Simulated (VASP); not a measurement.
# BaTiO3 (P4/mmm) in VASP: a series of runs, part 2 of 2

VASP 6.6.1.

## 3. Single point, PBE (zz strain of +1 %)

INCAR reads:

```
PREC = Accurate ; ENCUT = 520
EDIFF = 1E-7 ; ISMEAR = -1
SIGMA = 0.03 ; LREAL = F
LASPH = T ; NELM = 100
ALGO = Normal ; ISIF = 2
LWAVE = F ; LCHARG = F
GGA = PE ; NBANDS = 28
```

KPOINTS reads:

```
regular mesh
0
Gamma
  7 7 7
```

POSCAR reads:

```
BaTiO3
1.0
    3.9998000000      0.0000000000      0.0000000000
    0.0000000000      3.9998000000      0.0000000000
    0.0000000000      0.0000000000      4.0581800000
Ba Ti O
1 1 3
Direct
    0.0000000000      0.0000000000      0.0000000000
    0.5000000000      0.5000000000      0.5000000000
    0.5000000000      0.5000000000      0.0000000000
    0.5000000000      0.0000000000      0.5000000000
    0.0000000000      0.5000000000      0.5000000000
```

Potentials or basis: VASP PAW PBE potentials, release 64 (Ba_sv, Ti_sv, O).

Command:

```console
cat potpaw_PBE.64/Ba_sv/POTCAR potpaw_PBE.64/Ti_sv/POTCAR potpaw_PBE.64/O/POTCAR > POTCAR
mpirun -np 1 vasp_std > vasp.out
```

OUTCAR:

```text
PREC = Accurate
   ENCUT = 520
   EDIFF = 1E-7
   ISMEAR = -1
   LREAL = F
   LASPH = T
   NELM = 100
   ISIF = 2
   GGA = PE

 ion  position               nearest neighbor table
   1  0.000  0.000  0.000-   3 2.83   3 2.83   3 2.83   3 2.83   5 2.85   4 2.85   5 2.85   5 2.85
                             5 2.85   4 2.85   4 2.85   4 2.85   2 3.48   2 3.48   2 3.48   2 3.48
   2  0.500  0.500  0.500-   4 2.00   5 2.00   4 2.00   5 2.00   3 2.03   3 2.03   1 3.48   1 3.48
                             1 3.48   1 3.48   1 3.48   1 3.48   1 3.48   1 3.48
   3  0.500  0.500  0.000-   2 2.03   2 2.03   1 2.83   1 2.83   1 2.83   1 2.83
   4  0.500  0.000  0.500-   2 2.00   2 2.00   1 2.85   1 2.85   1 2.85   1 2.85
   5  0.000  0.500  0.500-   2 2.00   2 2.00   1 2.85   1 2.85   1 2.85   1 2.85

  LATTYP: Found a simple tetragonal cell.
 ALAT       =     3.9998000000
 C/A-ratio  =     1.0145957298

  Lattice vectors:

 A1 = (   3.9998000000,   0.0000000000,   0.0000000000)
 A2 = (   0.0000000000,   3.9998000000,   0.0000000000)
 A3 = (   0.0000000000,   0.0000000000,   4.0581800000)

Analysis of symmetry for initial positions (statically):
=====================================================================
 Subroutine PRICEL returns:
 Original cell was already a primitive cell.

 Routine SETGRP: Setting up the symmetry group for a
 simple tetragonal supercell.

 Subroutine GETGRP returns: Found 16 space group operations
 (whereof 16 operations were pure point group operations)
 out of a pool of 16 trial point group operations.

The static configuration has the point symmetry D_4h.

Analysis of symmetry for dynamics (positions and initial velocities):
=====================================================================
 Subroutine PRICEL returns:
 Original cell was already a primitive cell.

 Routine SETGRP: Setting up the symmetry group for a
 simple tetragonal supercell.

 Subroutine GETGRP returns: Found 16 space group operations
 (whereof 16 operations were pure point group operations)
[... 129 lines left out ...]
  volume/ion in A,a.u.               =      12.98        87.63
  Fermi-wavevector in a.u.,A,eV,Ry     =   1.393025  2.632435 26.402355  1.940518
  Thomas-Fermi vector in A             =   2.516711
   LORBIT       =      0    0 simple, 1 ext, 2 COOP (PROOUT), +10 PAW based schemes
   GGA     = PE    functional components
   LHFCALC =     F    Hartree Fock is set to
   AEXX    =    0.0000 exact exchange contribution
   IVDW    =     0    specifies the selected vdW correction
   LEPSILON=     F    determine dielectric tensor
   LRPA    =     F    only Hartree local field effects (RPA)
 non-spin polarized calculation
  energy-cutoff  :      520.00
  volume of cell :       64.92
 maximum number of plane-waves:      1771
 NGX is ok and might be reduce to    30
   NGX = 15   NGY = 15   NGZ = 15

 number of electron      39.9999979 magnetization

 Free energy of the ion-electron system (eV)
  ---------------------------------------------------
  ext. energy  EPLUGINS =         0.00000000
  ---------------------------------------------------
  free energy    TOTEN  =       -39.97636437 eV

  energy without entropy =      -39.97636437  energy(sigma->0) =      -39.97636437

 E-fermi :   4.3240     XC(G=0): -11.1944

 val. band max:        3.6814919987   @ k =   0.4286   0.4286   0.4286
 cond. band min:       5.4497455247   @ k =   0.0000   0.0000   0.0000
 fundamental gap:      1.7682535261
 Fermi energy:         4.3239824503

 k-point     1 :       0.0000    0.0000    0.0000
  band No.  band energies     occupation
      1     -52.9515      2.00000
      2     -29.1573      2.00000
      3     -29.1573      2.00000
      4     -29.1536      2.00000
      5     -21.1049      2.00000
      6     -13.1324      2.00000
[... 733 lines left out ...]
     27      12.0957      0.00000
     28      12.5669      0.00000

 [... further k-points ...]

------------------------ aborting loop because EDIFF is reached ----------------------------------------

  FORCE on cell =-STRESS in cart. coord.  units (eV):
  Direction    XX          YY          ZZ          XY          YZ          ZX
  --------------------------------------------------------------------------------------
  -------------------------------------------------------------------------------------
  Total        1.0759847      1.0759847      0.0066819      0.0000000      0.0000000      0.0000000
  in kB       26.5527072     26.5527072      0.1648931      0.0000000      0.0000000      0.0000000
  external PRESSURE =      17.7567692 kB  Pullay stress =       0.0000000 kB

 VOLUME and BASIS-vectors are now :
 -----------------------------------------------------------------------------
  energy-cutoff  :      520.00
  volume of cell :       64.92
      direct lattice vectors                 reciprocal lattice vectors
     3.999800000  0.000000000  0.000000000     0.250012501  0.000000000  0.000000000
     0.000000000  3.999800000  0.000000000     0.000000000  0.250012501  0.000000000
     0.000000000  0.000000000  4.058180000     0.000000000  0.000000000  0.246415881

 POSITION                                       TOTAL-FORCE (eV/Angst)
 -----------------------------------------------------------------------------------
      0.00000      0.00000      0.00000         0.000000      0.000000      0.000000
      1.99990      1.99990      2.02909         0.000000      0.000000      0.000000
      1.99990      1.99990      0.00000         0.000000      0.000000      0.000000
      1.99990      0.00000      2.02909         0.000000      0.000000      0.000000
      0.00000      1.99990      2.02909         0.000000      0.000000      0.000000
 -----------------------------------------------------------------------------------
    total drift:                                0.000000      0.000000     -0.000000

  FREE ENERGIE OF THE ION-ELECTRON SYSTEM (eV)
  ---------------------------------------------------
  free  energy   TOTEN  =       -39.9763643706 eV

  energy  without entropy=      -39.9763643705  energy(sigma->0) =      -39.97636437
```

OSZICAR:

```text
N       E                     dE             d eps       ncg     rms          rms(c)
DAV:   1     0.433623722236E+03    0.43362E+03   -0.20936E+04  2240   0.155E+03
DAV:   2    -0.437507534832E+01   -0.43800E+03   -0.41777E+03  2592   0.426E+02
DAV:   3    -0.488468249608E+02   -0.44472E+02   -0.44061E+02  3088   0.133E+02
DAV:   4    -0.509816782337E+02   -0.21349E+01   -0.21302E+01  3400   0.248E+01
DAV:   5    -0.510418546222E+02   -0.60176E-01   -0.60166E-01  3012   0.324E+00    0.226E+01
DAV:   6    -0.402087167222E+02    0.10833E+02   -0.58029E+01  3220   0.655E+01    0.981E+00
DAV:   7    -0.401400354280E+02    0.68681E-01   -0.10026E+01  2996   0.228E+01    0.649E+00
DAV:   8    -0.399707084597E+02    0.16933E+00   -0.67086E-01  2724   0.694E+00    0.342E+00
DAV:   9    -0.400094230691E+02   -0.38715E-01   -0.36493E-01  3252   0.512E+00    0.166E+00
DAV:  10    -0.399809015335E+02    0.28522E-01   -0.18469E-01  2636   0.436E+00    0.556E-01
DAV:  11    -0.399763777995E+02    0.45237E-02   -0.18829E-02  2932   0.886E-01    0.153E-01
DAV:  12    -0.399763839695E+02   -0.61700E-05   -0.11433E-03  2820   0.275E-01    0.482E-02
DAV:  13    -0.399763705177E+02    0.13452E-04   -0.20172E-04  2772   0.141E-01    0.293E-02
DAV:  14    -0.399763645100E+02    0.60077E-05   -0.30660E-05  2932   0.371E-02    0.852E-03
DAV:  15    -0.399763664820E+02   -0.19719E-05   -0.17232E-05  3212   0.379E-02    0.121E-02
DAV:  16    -0.399763643594E+02    0.21225E-05   -0.46303E-06  2944   0.203E-02    0.140E-03
DAV:  17    -0.399763643706E+02   -0.11144E-07   -0.15859E-07  2156   0.266E-03
   1 F= -.39976364E+02 E0= -.39976364E+02  d E =-.339894E-10
```

Wall time 78 s (1 thread of Intel Xeon Platinum 8259CL at 2.50GHz (Skylake/Cascade Lake), shared host); peak memory 0.21 GiB.

What came out:

```yaml
Free_energy: -39.9764 eV
Pressure: 1.8 GPa
Band_gap_on_the_k_mesh: 1.77 eV (least direct gap 1.86 eV)
```

Levels at points of the mesh, in eV from the valence-band top:
```
           k point  band 17  band 18  band 19  band 20  band 21  band 22  band 23  band 24
(0.00, 0.00, 0.00)    -1.00    -0.11    -0.09    -0.09     1.77     1.77     1.79     3.82
```

Caveat: the cell differs from its parent crystal (zz strain of +1 %); spin-orbit coupling is left out, which moves the levels of the heavy elements; an odd mesh through Γ misses points on the zone boundary, where band edges can lie.

## 4. Single point, PBE (zz strain of +3 %)

INCAR, as its differences from that of step 3:

```diff
@@ -1,3 +1,3 @@
 PREC = Accurate ; ENCUT = 520
-EDIFF = 1E-7 ; ISMEAR = -1
+EDIFF = 1E-6 ; ISMEAR = -1
 SIGMA = 0.03 ; LREAL = F
```

KPOINTS is that of step 3.

POSCAR, as its differences from that of step 3:

```diff
@@ -4,3 +4,3 @@
     0.0000000000      3.9998000000      0.0000000000
-    0.0000000000      0.0000000000      4.0581800000
+    0.0000000000      0.0000000000      4.1385400000
 Ba Ti O
```

Command:

```console
cat potpaw_PBE.64/Ba_sv/POTCAR potpaw_PBE.64/Ti_sv/POTCAR potpaw_PBE.64/O/POTCAR > POTCAR
mpirun -np 1 vasp_std > vasp.out
```

It took 85 s on 1 thread of Intel Xeon Platinum 8259CL at 2.50GHz (Skylake/Cascade Lake), shared host; peak memory 0.22 GiB.

The run converged. Its results:

* Free energy: -39.9576 eV
* Pressure: -1.2 GPa
* Band gap on the k mesh: 1.71 eV (least direct gap 1.82 eV)

Stress tensor (GPa, compression positive):
```
 0.64  0.00  0.00
 0.00  0.64  0.00
 0.00  0.00 -4.87
```

Levels at points of the mesh, in eV from the valence-band top:
```tsv
k point	band 16	band 17	band 18	band 19	band 20	band 21	band 22	band 23	band 24	band 25
(0.00, 0.00, 0.00)	-0.95	-0.95	-0.15	-0.11	-0.11	1.71	1.71	1.77	3.60	3.86
```

Caveat: the cell differs from its parent crystal (zz strain of +3 %); spin-orbit coupling is left out, which moves the levels of the heavy elements; an odd mesh through Γ misses points on the zone boundary, where band edges can lie.

## 5. Single point, PBE (zz strain of -3 %)

INCAR reads:

```
PREC = Accurate
ENCUT = 520
EDIFF = 1E-7
ISMEAR = -1
SIGMA = 0.03
LREAL = F
LASPH = T
NELM = 100
ALGO = Normal
ISIF = 2
LWAVE = F
LCHARG = T
GGA = PE
LELF = T
LVHAR = T
NBANDS = 28
```

KPOINTS is that of step 4.

POSCAR, as its differences from that of step 4:

```diff
@@ -4,3 +4,3 @@
     0.0000000000      3.9998000000      0.0000000000
-    0.0000000000      0.0000000000      4.1385400000
+    0.0000000000      0.0000000000      3.8974600000
 Ba Ti O
```

Potentials or basis: VASP PAW PBE potentials, release 64 (Ba_sv, Ti_sv, O).

Command:

```console
cat potpaw_PBE.64/Ba_sv/POTCAR potpaw_PBE.64/Ti_sv/POTCAR potpaw_PBE.64/O/POTCAR > POTCAR
mpirun -np 1 vasp_std > vasp.out
```

OUTCAR:

```text
PREC = Accurate
   ENCUT = 520
   EDIFF = 1E-7
   ISMEAR = -1
   LREAL = F
   LASPH = T
   NELM = 100
   ISIF = 2
   GGA = PE

 ion  position               nearest neighbor table
   1  0.000  0.000  0.000-   4 2.79   5 2.79   4 2.79   5 2.79   5 2.79   5 2.79   4 2.79   4 2.79
                             3 2.83   3 2.83   3 2.83   3 2.83   2 3.43   2 3.43   2 3.43   2 3.43
   2  0.500  0.500  0.500-   3 1.95   3 1.95   5 2.00   4 2.00   4 2.00   5 2.00   1 3.43   1 3.43
                             1 3.43   1 3.43   1 3.43   1 3.43   1 3.43   1 3.43
   3  0.500  0.500  0.000-   2 1.95   2 1.95   1 2.83   1 2.83   1 2.83   1 2.83
   4  0.500  0.000  0.500-   2 2.00   2 2.00   1 2.79   1 2.79   1 2.79   1 2.79
[... 950 lines left out ...]
  -------------------------------------------------------------------------------------
  Total        2.8738350      2.8738350      5.2070498      0.0000000      0.0000000      0.0000000
  in kB       73.8438273     73.8438273    133.7962985      0.0000000      0.0000000      0.0000000
  external PRESSURE =      93.8279843 kB  Pullay stress =       0.0000000 kB

 VOLUME and BASIS-vectors are now :
 -----------------------------------------------------------------------------
  energy-cutoff  :      520.00
  volume of cell :       62.35
      direct lattice vectors                 reciprocal lattice vectors
     3.999800000  0.000000000  0.000000000     0.250012501  0.000000000  0.000000000
     0.000000000  3.999800000  0.000000000     0.000000000  0.250012501  0.000000000
     0.000000000  0.000000000  3.897460000     0.000000000  0.000000000  0.256577361

 POSITION                                       TOTAL-FORCE (eV/Angst)
 -----------------------------------------------------------------------------------
      0.00000      0.00000      0.00000         0.000000      0.000000      0.000000
      1.99990      1.99990      1.94873         0.000000      0.000000      0.000000
      1.99990      1.99990      0.00000         0.000000      0.000000      0.000000
      1.99990      0.00000      1.94873         0.000000      0.000000      0.000000
      0.00000      1.99990      1.94873         0.000000      0.000000      0.000000
 -----------------------------------------------------------------------------------
    total drift:                                0.000000      0.000000     -0.000000

  FREE ENERGIE OF THE ION-ELECTRON SYSTEM (eV)
  ---------------------------------------------------
  free  energy   TOTEN  =       -39.8732752182 eV

  energy  without entropy=      -39.8732752182  energy(sigma->0) =      -39.87327522
```

OSZICAR:

```text
N       E                     dE             d eps       ncg     rms          rms(c)
DAV:   1     0.432208041941E+03    0.43221E+03   -0.20999E+04  2248   0.156E+03
DAV:   2    -0.333193896345E+01   -0.43554E+03   -0.41235E+03  2500   0.429E+02
DAV:   3    -0.486170279094E+02   -0.45285E+02   -0.44800E+02  3116   0.134E+02
DAV:   4    -0.507007779360E+02   -0.20838E+01   -0.20795E+01  3392   0.249E+01
DAV:   5    -0.507646156347E+02   -0.63838E-01   -0.63826E-01  3008   0.344E+00    0.236E+01
DAV:   6    -0.400128451792E+02    0.10752E+02   -0.56054E+01  3192   0.675E+01    0.974E+00
DAV:   7    -0.399914873613E+02    0.21358E-01   -0.89393E+00  2928   0.218E+01    0.682E+00
DAV:   8    -0.398551345603E+02    0.13635E+00   -0.73237E-01  2760   0.774E+00    0.310E+00
DAV:   9    -0.398929571817E+02   -0.37823E-01   -0.23238E-01  3012   0.356E+00    0.130E+00
DAV:  10    -0.398735008803E+02    0.19456E-01   -0.93075E-02  2576   0.324E+00    0.236E-01
DAV:  11    -0.398733658248E+02    0.13506E-03   -0.46461E-03  2824   0.441E-01    0.797E-02
DAV:  12    -0.398733224483E+02    0.43377E-04   -0.31512E-04  3064   0.122E-01    0.459E-02
DAV:  13    -0.398732769073E+02    0.45541E-04   -0.33076E-04  2500   0.204E-01    0.203E-02
DAV:  14    -0.398732756530E+02    0.12543E-05   -0.34738E-05  2888   0.516E-02    0.659E-03
DAV:  15    -0.398732776652E+02   -0.20122E-05   -0.13703E-05  3196   0.336E-02    0.142E-02
DAV:  16    -0.398732750999E+02    0.25653E-05   -0.74918E-06  2968   0.275E-02    0.149E-03
DAV:  17    -0.398732752053E+02   -0.10534E-06   -0.47706E-07  2484   0.726E-03    0.185E-03
DAV:  18    -0.398732752182E+02   -0.12903E-07   -0.43843E-08  1460   0.206E-03
   1 F= -.39873275E+02 E0= -.39873275E+02  d E =-.195444E-12
```

Wall time 86 s (1 thread of Intel Xeon Platinum 8259CL at 2.50GHz (Skylake/Cascade Lake), shared host); peak memory 0.21 GiB.

Results:

```
Free energy            : -39.8733 eV
Pressure               : 9.4 GPa
Band gap on the k mesh : 1.82 eV (least direct gap 1.86 eV)
```

Caveat: the cell differs from its parent crystal (zz strain of -3 %); the cell stands under pressure; spin-orbit coupling is left out, which moves the levels of the heavy elements; an odd mesh through Γ misses points on the zone boundary, where band edges can lie.

## 6. Single point, PBE (zz strain of -1 %)

INCAR reads:

```
PREC     = Accurate       # precision mode
ENCUT    = 520            # plane-wave cutoff, eV
EDIFF    = 1E-6           # SCF threshold, eV
ISMEAR   = -1             # smearing method
SIGMA    = 0.03           # smearing width, eV
LREAL    = False          # projectors in reciprocal space
LASPH    = True           # aspherical terms in the spheres
NELM     = 100            # most SCF steps
ALGO     = Normal         # electronic algorithm
ISIF     = 2              # what is computed and relaxed
LWAVE    = False          # write WAVECAR
LCHARG   = False          # write CHGCAR
GGA      = PE             # functional
NBANDS   = 28             # bands
```

KPOINTS reads:

```
Automatic mesh
0
Gamma
  7 7 7
```

POSCAR, as its differences from that of step 5:

```diff
@@ -4,3 +4,3 @@
     0.0000000000      3.9998000000      0.0000000000
-    0.0000000000      0.0000000000      3.8974600000
+    0.0000000000      0.0000000000      3.9778200000
 Ba Ti O
```

Potentials or basis: VASP PAW PBE potentials, release 64 (Ba_sv, Ti_sv, O).

Command:

```console
cat potpaw_PBE.64/Ba_sv/POTCAR potpaw_PBE.64/Ti_sv/POTCAR potpaw_PBE.64/O/POTCAR > POTCAR
mpirun -np 1 vasp_std > vasp.out
```

Wall time 74 s (1 thread of Intel Xeon Platinum 8259CL at 2.50GHz (Skylake/Cascade Lake), shared host); peak memory 0.22 GiB.

It converged, with:

```
Free energy            : -39.9516 eV
Pressure               : 5.3 GPa
Band gap on the k mesh : 1.81 eV (least direct gap 1.89 eV)
```

Stress tensor (GPa, compression positive):
```
4.88 0.00 0.00
0.00 4.88 0.00
0.00 0.00 6.01
```

Levels at points of the mesh, in eV from the valence-band top:
| k point | band 17 | band 18 | band 19 | band 20 | band 21 | band 22 | band 23 | band 24 |
| --- | --- | --- | --- | --- | --- | --- | --- | --- |
| (0.00, 0.00, 0.00) | -1.03 | -0.08 | -0.08 | -0.07 | 1.81 | 1.82 | 1.82 | 4.00 |

Caveat: the cell differs from its parent crystal (zz strain of -1 %); the cell stands under pressure; spin-orbit coupling is left out, which moves the levels of the heavy elements; an odd mesh through Γ misses points on the zone boundary, where band edges can lie.

## 7. The runs side by side

| cell | gap on the mesh (eV) | pressure (GPa) |
| --- | --- | --- |
| a = 4.000, b = 4.000, c = 3.938 Å, 5 atoms | 1.82 | 7.2 |
| a = 4.000, b = 4.000, c = 4.058 Å, 5 atoms | 1.77 | 1.8 |
| a = 4.000, b = 4.000, c = 4.139 Å, 5 atoms | 1.71 | -1.2 |
| a = 4.000, b = 4.000, c = 3.897 Å, 5 atoms | 1.82 | 9.4 |
| a = 4.000, b = 4.000, c = 3.978 Å, 5 atoms | 1.81 | 5.3 |

Alike in all rows: task single point; level PBE; potentials or basis VASP PAW PBE potentials, release 64 (Ba_sv, Ti_sv, O); no spin polarisation; k mesh 7 × 7 × 7; cutoff (eV) 520; smearing fermi-dirac 0.03 eV.

Caveats: spin-orbit coupling is left out, which moves the levels of the heavy elements; an odd mesh through Γ misses points on the zone boundary, where band edges can lie; the cell stands under pressure (at least some runs).

Total energies depend on the potentials used, so only differences within one code and one set of settings carry meaning.
